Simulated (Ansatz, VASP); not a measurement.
# WS2: VASP beside Ansatz

Contents of INCAR:

```
SYSTEM = WS2
  ALGO = Normal
  EDIFF = 1E-7
  ENCUT = 520
  ISIF = 2
  ISMEAR = -1
  LASPH = .True.
  LCHARG = .True.
  LELF = .True.
  LREAL = .False.
  LVHAR = .True.
  LWAVE = .False.
  NBANDS = 20
  NELM = 100
  PREC = Accurate
  SIGMA = 0.05
```

File KPOINTS:

```
k-points
0
Gamma
  10 10 10
  0 0 0
```

POSCAR

```
WS2
1.0
    1.5894572584      0.9176735760      6.2041512999
   -1.5894572584      0.9176735760      6.2041512999
    0.0000000000     -1.8353471520      6.2041512999
W S
1 2
Direct
    0.0000000000      0.0000000000      0.0000000000
    0.5810000000      0.5810000000      0.5810000000
    0.7503000000      0.7503000000      0.7503000000
```

input.yaml

```yaml
crystal:
  lattice:
    - [1.5894572584, 0.917673576, 6.2041512999]
    - [-1.5894572584, 0.917673576, 6.2041512999]
    - [0.0, -1.835347152, 6.2041512999]
  atoms:
    - { symbol: W, position: [0.0, 0.0, 0.0] }
    - { symbol: S, position: [0.581, 0.581, 0.581] }
    - { symbol: S, position: [0.7503, 0.7503, 0.7503] }
kpoints:
  mp_grid: { grid: [10, 10, 10] }
scf:
  occupations: { method: fermi_dirac, width: 0.05 }
hamiltonian:
  xc: lda
  pseudopotentials: { kind: all_electron, lapw: { basis_error: 0.002 } }
output:
  forces: true
  stress: true
  eigenvalues: true
```

Change from the starting cell: volume scaled by 1.02.

Alike in both runs: task single point; functional LDA; k mesh 10 × 10 × 10; occupations fermi-dirac, width 0.05 eV; no spin polarisation.

|  | VASP | Ansatz |
| --- | --- | --- |
| version | VASP 6.6.1 | Ansatz 0.2.0 |
| potentials or method | VASP PAW LDA potentials, release 64 (W_sv, S), cutoff 520 eV | all-electron LAPW, scalar-relativistic |

|  | VASP | Ansatz | Ansatz less VASP |
| --- | --- | --- | --- |
| gap on the k mesh at the Fermi level (eV) | 1.01 | 1.01 | -0.005 |
| least direct gap on the mesh (eV) | 2.17 | 2.16 | -0.008 |
| pressure (GPa) | -6.4 | -6.7 | -0.29 |
| traceless stress, the component that is largest in VASP (GPa) | 0.12 | 0.10 | -0.020 |
| rms of the force components (eV/Å) | 0.350 | 0.365 | +0.0147 |

LDA's correlation is that of Perdew and Zunger in VASP and of Perdew and Wang (1992) in Ansatz. Atom by atom the forces differ by 0.020 eV/Å (rms over components). Ansatz ran all-electron here, and VASP with PAW potentials.

Spin-orbit coupling is off throughout.
